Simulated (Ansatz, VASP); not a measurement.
As in VASP and in Ansatz

```xyz
16
Lattice="3.7616 2.1718 7.0281 -3.7616 2.1718 7.0281 0.0000 -4.3435 7.0281" Properties=species:S:1:pos:R:3 pbc="T T T"
As    0.0000    0.0000    8.1597
As    0.0000   -2.1718   11.6737
As   -1.8808    1.0859   11.6737
As   -1.8808   -1.0859   15.1878
As    1.8808    1.0859   11.6737
As    1.8808   -1.0859   15.1878
As    0.0000    2.1718   15.1878
As    0.0000    0.0000   18.7018
As    0.0000    0.0000    2.3825
As    0.0000   -2.1718    5.8966
As   -1.8808    1.0859    5.8966
As   -1.8808   -1.0859    9.4107
As    1.8808    1.0859    5.8966
As    1.8808   -1.0859    9.4107
As    0.0000    2.1718    9.4107
As    0.0000    0.0000   12.9247
```

Alike in both runs: task electric field gradients; functional r2SCAN; k mesh 6 × 6 × 6; occupations fermi-dirac, width 0.05 eV; no spin polarisation.

|  | VASP | Ansatz |
| --- | --- | --- |
| version | VASP 6.6.1 | Ansatz 0.2.0 |
| potentials or method | VASP PAW PBE potentials, release 64 (As) | plane-wave PAW, scalar-relativistic |
| plane-wave cutoff (eV) | 520 | 500 |
| valence electrons in the cell | 80 | 240 |

```csv
,VASP,Ansatz,Ansatz less VASP
rms of the force components (eV/Å),0.118,0.087,-0.0305
size of Vzz on the site where it differs most (V/Å²),65.6,69.6,+3.98
```

VASP's potentials were made for PBE, not for r2SCAN. Atom by atom the forces differ by 0.031 eV/Å (rms over components). With one functional, cell and mesh, what is left measures potentials, basis and numerics. VASP's potentials hold 80 valence electrons a cell and Ansatz's 240, so a difference there can come from the potentials and not from the codes.
